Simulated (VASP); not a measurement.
InSe2, 6 atoms in the cell. The structure is tetragonal, space group P4/nmm (No. 129). Conventional cell: a = 3.850 Å, b = 3.850 Å, c = 8.333 Å, α = 90.00°, β = 90.00°, γ = 90.00°. In (site symmetry 4mm) has 9 Se at 2.78 to 3.13 Å within 3.7 Å. Se (site symmetry 4mm) has 5 In at 2.78 to 2.81 Å and 8 Se at 3.52 to 3.60 Å within 3.7 Å. Within 3.7 Å of Se (site symmetry -4m2) lie 8 Se at 2.72 to 3.60 Å and 4 In at 3.13 Å. 

- Program: VASP 6.6.1
- Task: single point
- Functional: PBE
- Potentials or basis: VASP PAW PBE potentials, release 64 (In_d, Se)
- Cutoff: 500 eV
- k mesh: 12 × 12 × 6
- Occupations: gaussian, width 0.15 eV
- Spin: no spin polarisation
- Dipole correction: no
- Further INCAR settings: ALGO = Normal; EDIFF = 1e-06; NBANDS = 34

Potentials or basis: VASP PAW PBE potentials, release 64 (In_d, Se).

The run is started by

```bash
$ cat potpaw_PBE.64/In_d/POTCAR potpaw_PBE.64/Se/POTCAR > POTCAR
$ mpirun -np 1 vasp_std > vasp.out
```

Hardware: 1 thread of Oxide Virtual Turin-like Processor, with other jobs on the host.

Q: How long does it take, and how much memory?

A: Wall time 14 min on 1 thread of Oxide Virtual Turin-like Processor (shared host), peak memory 0.42 GiB. Counts: scf iterations 14, k points 112.
